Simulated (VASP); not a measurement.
Here is a VASP 6.6.1 calculation.

The input INCAR:

```
ALGO = Fast ; EDIFF = 1E-6
ENCUT = 520 ; GGA = PS
ISIF = 2 ; ISMEAR = 0
LASPH = True ; LCHARG = False
LREAL = False ; LWAVE = False
NBANDS = 18 ; NELM = 60
PREC = Accurate ; SIGMA = 0.15
```

KPOINTS

```
k-points
0
Gamma
  16 16 16
```

Contents of POSCAR:

```
ZnCu
1.0
    2.9450000000      0.0000000000      0.0000000000
    0.0000000000      2.9450000000      0.0000000000
    0.0000000000      0.0000000000      2.9450000000
Zn Cu
1 1
Direct
    0.5000000000      0.5000000000      0.5000000000
   -0.0171538705     -0.0171538705     -0.0171538705
```

Potentials or basis: VASP PAW PBE potentials, release 64 (Zn, Cu).

Run with:

```sh
$ cat potpaw_PBE.64/Zn/POTCAR potpaw_PBE.64/Cu/POTCAR > POTCAR
$ mpirun -np 1 vasp_std > vasp.out
```

(1) What does it give for the band gap on the k mesh?

(2) Estimate the largest force.

(3) Predict the pressure.

## Answers

(1) zero (an odd number of electrons rules out a gap without spin polarisation).

(2) 0.402 eV/Å.

(3) -3.3 GPa.

Caveat: the cell differs from its parent crystal (all Cu atoms moved +0.087 Å, as atom 2 towards its neighbour atom 1 (Zn) at 2.550 Å); the cell stands under tension; the PAW data sets were made with another functional, which shifts forces and pressure a little.
